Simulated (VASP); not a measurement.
# BN (F-43m) in VASP: notebook

The runs below take BN through single point, with r2SCAN.

Everything below comes from runs of VASP 6.6.1. Logs are shortened: lines on timing, memory, paths and dates and some standing lists are left out, and cuts for length are marked.

### Step 1. The cell of the first run

It takes space group F-43m (No. 216, cubic). The conventional cell has a = 3.554 Å, b = 3.554 Å, c = 3.554 Å, α = 90.00°, β = 90.00°, γ = 90.00°. Within 2.1 Å of B (site symmetry -43m) lie 4 N at 1.54 Å. Within 2.1 Å of N (site symmetry -43m) lie 4 B at 1.54 Å.

### Step 2. Single point, r2SCAN

POSCAR reads:

```
BN
1.0
    0.0000000000      1.7768584873      1.7768584873
    1.7768584873      0.0000000000      1.7768584873
    1.7768584873      1.7768584873      0.0000000000
B N
1 1
Direct
    0.0000000000      0.0000000000      0.0000000000
    0.2500000000      0.2500000000      0.2500000000
```

INCAR.step1 reads:

```
SYSTEM = BN
PREC     = Accurate       ! precision mode
ENCUT    = 1460           ! plane-wave cutoff, eV
ISMEAR   = 0              ! smearing method
SIGMA    = 0.01           ! smearing width, eV
LREAL    = .FALSE.        ! projectors in reciprocal space
LASPH    = .TRUE.         ! aspherical terms in the spheres
NELM     = 120            ! most SCF steps
NBANDS   = 11             ! bands
GGA      = PE             ! functional
ALGO     = Normal         ! electronic algorithm
EDIFF    = 1E-5           ! SCF threshold, eV
LWAVE    = .TRUE.         ! write WAVECAR
LCHARG   = .FALSE.        ! write CHGCAR
GGA_COMPAT= .FALSE.
```

INCAR.step2 reads:

```
SYSTEM = BN
PREC     = Accurate       ! precision mode
ENCUT    = 1460           ! plane-wave cutoff, eV
EDIFF    = 1E-6           ! SCF threshold, eV
ISMEAR   = 0              ! smearing method
SIGMA    = 0.01           ! smearing width, eV
LREAL    = .FALSE.        ! projectors in reciprocal space
LASPH    = .TRUE.         ! aspherical terms in the spheres
NELM     = 120            ! most SCF steps
ALGO     = Normal         ! electronic algorithm
ISIF     = 2              ! what is computed and relaxed
LWAVE    = .FALSE.        ! write WAVECAR
LCHARG   = .TRUE.         ! write CHGCAR
METAGGA  = R2SCAN         ! meta-GGA
LMIXTAU  = .TRUE.       
LELF     = .TRUE.         ! ELF
LVHAR    = .TRUE.       
NBANDS   = 11             ! bands
ISTART   = 1            
GGA_COMPAT= .FALSE.
```

KPOINTS reads:

```
regular mesh
0
G
  10 10 10
  0 0 0
```

Potentials or basis: VASP PAW PBE potentials, release 64 (B_h, N_h).

Command:

```bash
$ cat potpaw_PBE.64/B_h/POTCAR potpaw_PBE.64/N_h/POTCAR > POTCAR
$ cp INCAR.step1 INCAR
$ mpirun -np 1 vasp_std > vasp.out
$ cp INCAR.step2 INCAR
$ mpirun -np 1 vasp_std > vasp.out
```

OUTCAR:

```text
SYSTEM = BN
   PREC = Accurate
   ENCUT = 1460
   EDIFF = 1E-6
   ISMEAR = 0
   LREAL = .FALSE.
   LASPH = .TRUE.
   NELM = 120
   ISIF = 2
   METAGGA = R2SCAN
   ISTART = 1

 ion  position               nearest neighbor table
   1  0.000  0.000  0.000-
   2  0.250  0.250  0.250-

  LATTYP: Found a face centered cubic cell.
 ALAT       =     3.5537169746

  Lattice vectors:

 A1 = (   0.0000000000,   1.7768584873,   1.7768584873)
 A2 = (   1.7768584873,   0.0000000000,   1.7768584873)
 A3 = (   1.7768584873,   1.7768584873,   0.0000000000)

Analysis of symmetry for initial positions (statically):
=====================================================================
 Subroutine PRICEL returns:
 Original cell was already a primitive cell.

 Routine SETGRP: Setting up the symmetry group for a
 face centered cubic supercell.

 Subroutine GETGRP returns: Found 24 space group operations
 (whereof 24 operations were pure point group operations)
 out of a pool of 48 trial point group operations.

The static configuration has the point symmetry T_d .

Analysis of symmetry for dynamics (positions and initial velocities):
=====================================================================
 Subroutine PRICEL returns:
 Original cell was already a primitive cell.

 Routine SETGRP: Setting up the symmetry group for a
 face centered cubic supercell.

 Subroutine GETGRP returns: Found 24 space group operations
 (whereof 24 operations were pure point group operations)
 out of a pool of 48 trial point group operations.

The dynamic configuration has the point symmetry T_d .

 Subroutine INISYM returns: Found 24 space group operations
 (whereof 24 operations are pure point group operations),
 and found     1 'primitive' translations

----------------------------------------------------------------------------------------

                                     Primitive cell

  volume of cell :      11.2199

  direct lattice vectors                    reciprocal lattice vectors
     0.000000000  1.776858487  1.776858487    -0.281395510  0.281395510  0.281395510
     1.776858487  0.000000000  1.776858487     0.281395510 -0.281395510  0.281395510
     1.776858487  1.776858487  0.000000000     0.281395510  0.281395510 -0.281395510

  length of vectors
     2.512857371  2.512857371  2.512857371     0.487391320  0.487391320  0.487391320

  position of ions in fractional coordinates (direct lattice)
     0.000000000  0.000000000  0.000000000
     0.250000000  0.250000000  0.250000000

  ion indices of the primitive-cell ions
   primitive index   ion index
                 1           1
                 2           2

----------------------------------------------------------------------------------------

 KPOINTS: regular mesh

Automatic generation of k-mesh.
 Grid dimensions read from file:
 generate k-points for:   10   10   10

 Generating k-lattice:

  Cartesian coordinates                     Fractional coordinates (reciprocal lattice)
    -0.028139551  0.028139551  0.028139551     0.100000000  0.000000000  0.000000000
     0.028139551 -0.028139551  0.028139551     0.000000000  0.100000000  0.000000000
     0.028139551  0.028139551 -0.028139551     0.000000000  0.000000000  0.100000000

  Length of vectors
     0.048739132  0.048739132  0.048739132

  Shift w.r.t. Gamma in fractional coordinates (k-lattice)
     0.000000000  0.000000000  0.000000000

 Subroutine IBZKPT returns following result:
 ===========================================

 Found     47 irreducible k-points:

 Following reciprocal coordinates:
            Coordinates               Weight
  0.000000  0.000000  0.000000      1.000000
  0.100000  0.000000  0.000000      8.000000
  0.200000  0.000000  0.000000      8.000000
  0.300000  0.000000  0.000000      8.000000
  0.400000  0.000000  0.000000      8.000000
  0.500000  0.000000  0.000000      4.000000
[... 16 lines left out ...]
  0.300000  0.300000  0.000000      6.000000
  0.400000  0.300000  0.000000     24.000000
 [... further k-points ...]
   k-points           NKPTS =     47   k-points in BZ     NKDIM =     47   number of bands    NBANDS=     11
   number of dos      NEDOS =    301   number of ions     NIONS =      2
   total plane-waves  NPLWV =  32768
   dimension x,y,z NGX =    32 NGY =   32 NGZ =   32
   dimension x,y,z NGXF=    64 NGYF=   64 NGZF=   64
   ions per type =               1   1
   NGX,Y,Z   is equivalent  to a cutoff of  21.17, 21.17, 21.17 a.u.
   NGXF,Y,Z  is equivalent  to a cutoff of  42.34, 42.34, 42.34 a.u.
 SYSTEM =  BN
   PREC   = accura    normal or accurate (medium, high low for compatibility)
   ISTART =      1    job   : 0-new  1-cont  2-samecut
   ICHARG =      0    charge: 1-file 2-atom 10-const
   ISPIN  =      1    spin polarized calculation?
   LNONCOLLINEAR =      F non collinear calculations
   LSORBIT =      F    spin-orbit coupling
   LASPH  =      T    aspherical Exc in radial PAW
   ENCUT  = 1460.0 eV 107.31 Ry   10.36 a.u.   7.83  7.83  7.83*2*pi/ulx,y,z
   NELM   =    120;   NELMIN=  2; NELMDL=  0     # of ELM steps
   EDIFF  = 0.1E-05   stopping-criterion for ELM
   LREAL  =      F    real-space projection
   EDIFFG = 0.1E-04   stopping-criterion for IOM
   NSW    =      0    number of steps for IOM
   IBRION =     -1    ionic relax: 0-MD 1-quasi-New 2-CG
   NFREE  =      0    steps in history (QN), initial steepest desc. (CG)
   ISIF   =      2    stress and relaxation
   ISYM   =      2    0-nonsym 1-usesym 2-fastsym
   POTIM  = 0.5000    time-step for ionic-motion
   TEBEG  =    0.0;   TEEND  =   0.0 temperature during run
   PSTRESS=    0.0 pullay stress
   NELECT =       8.0000    total number of electrons
   NUPDOWN=      -1.0000    fix difference up-down
   EMIN   =  10.00;   EMAX   =-10.00  energy-range for DOS
   EFERMI =   0.00;   METHOD = LEGACY
   ISMEAR =     0;   SIGMA  =   0.01  broadening in eV -4-tet -1-fermi 0-gaus
   EFERMI_NEDOS =   21; number of points for ismear=-14 and -15
   IALGO  =     38    algorithm
   IMIX   =      4    mixing-type and parameters
     AMIX     =   0.40;   BMIX     =  1.00
     AMIX_MAG =   1.60;   BMIX_MAG =  1.00
  volume/ion in A,a.u.               =       5.61        37.86
  Fermi-wavevector in a.u.,A,eV,Ry     =   1.462543  2.763806 29.103299  2.139032
  Thomas-Fermi vector in A             =   2.578744
   LORBIT       =      0    0 simple, 1 ext, 2 COOP (PROOUT), +10 PAW based schemes
   METAGGA = R2SCAN    functional components
   LHFCALC =     F    Hartree Fock is set to
   AEXX    =    0.0000 exact exchange contribution
   IVDW    =     0    specifies the selected vdW correction
   LEPSILON=     F    determine dielectric tensor
   LRPA    =     F    only Hartree local field effects (RPA)
 non-spin polarized calculation
 Gauss-broadening in eV      SIGMA  =   0.01
  energy-cutoff  :     1460.00
  volume of cell :       11.22
 maximum number of plane-waves:      1440
   NGX = 15   NGY = 15   NGZ = 15

 number of electron       8.0000000 magnetization

 Free energy of the ion-electron system (eV)
  ---------------------------------------------------
  ext. energy  EPLUGINS =         0.00000000
  ---------------------------------------------------
  free energy    TOTEN  =       -19.17228784 eV

  energy without entropy =      -19.17228784  energy(sigma->0) =      -19.17228784

 E-fermi :   9.8142     XC(G=0): -14.0339

 val. band max:        9.6541025992   @ k =   0.0000   0.0000   0.0000
 cond. band min:      14.7113414886   @ k =   0.5000   0.5000   0.0000
 fundamental gap:      5.0572388894
 Fermi energy:         9.8142470830

 k-point     1 :       0.0000    0.0000    0.0000
  band No.  band energies     occupation
      1     -12.2336      2.00000
      2       9.6541      2.00000
      3       9.6541      2.00000
      4       9.6541      2.00000
      5      19.4601      0.00000
      6      19.4601      0.00000
      7      19.4601      0.00000
      8      21.6165      0.00000
      9      36.8288      0.00000
     10      38.9962      0.00000
     11      38.9962      0.00000

 k-point     2 :       0.1000    0.0000    0.0000
  band No.  band energies     occupation
      1     -11.9715      2.00000
      2       8.2853      2.00000
      3       9.3780      2.00000
      4       9.3780      2.00000
      5      19.8432      0.00000
      6      19.8857      0.00000
      7      19.8857      0.00000
      8      22.3984      0.00000
      9      36.3675      0.00000
     10      36.4074      0.00000
     11      36.4074      0.00000

 k-point     3 :       0.2000    0.0000    0.0000
  band No.  band energies     occupation
      1     -11.2000      2.00000
      2       5.3482      2.00000
      3       8.7571      2.00000
      4       8.7571      2.00000
      5      20.3478      0.00000
      6      20.7587      0.00000
      7      20.7587      0.00000
      8      24.1197      0.00000
      9      34.8486      0.00000
     10      34.8486      0.00000
     11      35.4827      0.00000

 k-point     4 :       0.3000    0.0000    0.0000
  band No.  band energies     occupation
      1      -9.9808      2.00000
      2       2.1463      2.00000
      3       8.1280      2.00000
      4       8.1280      2.00000
      5      20.7644      0.00000
      6      21.3494      0.00000
      7      21.3494      0.00000
      8      25.5777      0.00000
      9      35.0140      0.00000
     10      35.2228      0.00000
     11      35.2228      0.00000
[... 239 lines left out ...]
 k-point    22 :      -0.2000    0.2000    0.0000
  band No.  band energies     occupation
      1      -9.5769      2.00000
      2       2.9976      2.00000
      3       5.0153      2.00000
      4       8.2468      2.00000
      5      21.3855      0.00000
      6      21.8277      0.00000
      7      22.5408      0.00000
      8      25.0201      0.00000
      9      32.2902      0.00000
     10      34.1065      0.00000
     11      39.0511      0.00000

 k-point    23 :       0.3000    0.3000    0.0000
  band No.  band energies     occupation
      1      -9.2440      2.00000
      2       4.0267      2.00000
      3       5.6550      2.00000
      4       5.6550      2.00000
      5      16.5749      0.00000
      6      21.4796      0.00000
      7      26.0976      0.00000
      8      26.0976      0.00000
      9      30.3971      0.00000
     10      39.8384      0.00000
     11      43.4290      0.00000

 k-point    24 :       0.4000    0.3000    0.0000
  band No.  band energies     occupation
      1      -8.1582      2.00000
      2       2.3286      2.00000
      3       4.7448      2.00000
      4       5.2089      2.00000
      5      16.5077      0.00000
      6      21.3051      0.00000
      7      26.9702      0.00000
      8      27.0428      0.00000
      9      31.5204      0.00000
     10      39.4924      0.00000
     11      43.6888      0.00000

 [... further k-points ...]

------------------------ aborting loop because EDIFF is reached ----------------------------------------

  FORCE on cell =-STRESS in cart. coord.  units (eV):
  Direction    XX          YY          ZZ          XY          YZ          ZX
  --------------------------------------------------------------------------------------
  -------------------------------------------------------------------------------------
  Total        1.3641043      1.3641043      1.3641043      0.0000000      0.0000000      0.0000000
  in kB      194.7913344    194.7913344    194.7913344      0.0000000      0.0000000      0.0000000
  external PRESSURE =     194.7913344 kB  Pullay stress =       0.0000000 kB

 VOLUME and BASIS-vectors are now :
 -----------------------------------------------------------------------------
  energy-cutoff  :     1460.00
  volume of cell :       11.22
      direct lattice vectors                 reciprocal lattice vectors
     0.000000000  1.776858487  1.776858487    -0.281395510  0.281395510  0.281395510
     1.776858487  0.000000000  1.776858487     0.281395510 -0.281395510  0.281395510
     1.776858487  1.776858487  0.000000000     0.281395510  0.281395510 -0.281395510

 POSITION                                       TOTAL-FORCE (eV/Angst)
 -----------------------------------------------------------------------------------
      0.00000      0.00000      0.00000        -0.000000      0.000000      0.000000
      0.88843      0.88843      0.88843         0.000000     -0.000000      0.000000
 -----------------------------------------------------------------------------------
    total drift:                               -0.000000     -0.000000     -0.000000

  FREE ENERGIE OF THE ION-ELECTRON SYSTEM (eV)
  ---------------------------------------------------
  free  energy   TOTEN  =       -19.1722878445 eV

  energy  without entropy=      -19.1722878445  energy(sigma->0) =      -19.17228784
```

Wall time 2.1 min (1 thread of AMD EPYC 7R43 (Zen 3), shared host); peak memory 0.16 GiB.

What came out:

```
Free energy            : -19.1723 eV
Pressure               : 19.5 GPa
Band gap on the k mesh : 5.06 eV (least direct gap 9.81 eV)
```

Caveat: the cell stands under pressure; the PAW data sets were made with another functional, which shifts forces and pressure a little. A k mesh can miss the band edges.

### Step 3. Single point, r2SCAN

This run uses another cell than the first one, of 6.05 Å³/atom.

POSCAR reads:

```
BN
1.0
    0.0000000000      1.8224386940      1.8224386940
    1.8224386940      0.0000000000      1.8224386940
    1.8224386940      1.8224386940      0.0000000000
B N
1 1
Direct
    0.0000000000      0.0000000000      0.0000000000
    0.2500000000      0.2500000000      0.2500000000
```

INCAR.step1 reads:

```
PREC     = Accurate       # precision mode
ENCUT    = 1460           # plane-wave cutoff, eV
ISMEAR   = 0              # smearing method
SIGMA    = 0.01           # smearing width, eV
LREAL    = F              # projectors in reciprocal space
LASPH    = T              # aspherical terms in the spheres
NELM     = 120            # most SCF steps
NBANDS   = 11             # bands
GGA      = PE             # functional
ALGO     = Normal         # electronic algorithm
EDIFF    = 1E-5           # SCF threshold, eV
LWAVE    = T              # write WAVECAR
LCHARG   = F              # write CHGCAR
GGA_COMPAT= F
```

INCAR.step2 reads:

```
PREC     = Accurate       # precision mode
ENCUT    = 1460           # plane-wave cutoff, eV
EDIFF    = 1E-6           # SCF threshold, eV
ISMEAR   = 0              # smearing method
SIGMA    = 0.01           # smearing width, eV
LREAL    = F              # projectors in reciprocal space
LASPH    = T              # aspherical terms in the spheres
NELM     = 120            # most SCF steps
ALGO     = Normal         # electronic algorithm
ISIF     = 2              # what is computed and relaxed
LWAVE    = F              # write WAVECAR
LCHARG   = F              # write CHGCAR
METAGGA  = R2SCAN         # meta-GGA
LMIXTAU  = T            
NBANDS   = 11             # bands
ISTART   = 1            
GGA_COMPAT= F
```

KPOINTS reads:

```
regular mesh
0
Gamma
  10 10 10
```

Potentials or basis: VASP PAW PBE potentials, release 64 (B_h, N_h).

Command:

```bash
$ cat potpaw_PBE.64/B_h/POTCAR potpaw_PBE.64/N_h/POTCAR > POTCAR
$ cp INCAR.step1 INCAR
$ mpirun -np 1 vasp_std > vasp.out
$ cp INCAR.step2 INCAR
$ mpirun -np 1 vasp_std > vasp.out
```

Wall time 2 min (1 thread of AMD EPYC 7R43 (Zen 3), shared host); peak memory 0.15 GiB.

It converged, with:

* Free energy: -19.1916 eV
* Pressure: -11.2 GPa
* Band gap on the k mesh: 4.96 eV (least direct gap 9.43 eV)

Levels at points of the mesh, in eV from the valence-band top:
```tsv
k point	band 1	band 2	band 3	band 4	band 5	band 6	band 7	band 8	band 9
(0.00, 0.00, 0.00)	-21.00	0.00	0.00	0.00	9.43	9.43	9.43	10.64	25.65
(0.50, 0.00, 0.00)	-16.83	-10.84	-1.96	-1.96	10.45	11.35	11.35	16.14	24.51
(0.50, 0.50, 0.00)	-15.44	-9.15	-4.96	-4.96	4.96	9.67	18.89	18.89	21.76
```

Caveat: the cell stands under tension; the PAW data sets were made with another functional, which shifts forces and pressure a little. r2SCAN opens gaps a little over a GGA but as a rule still falls short of measured ones.

[end of part 1 of 2]
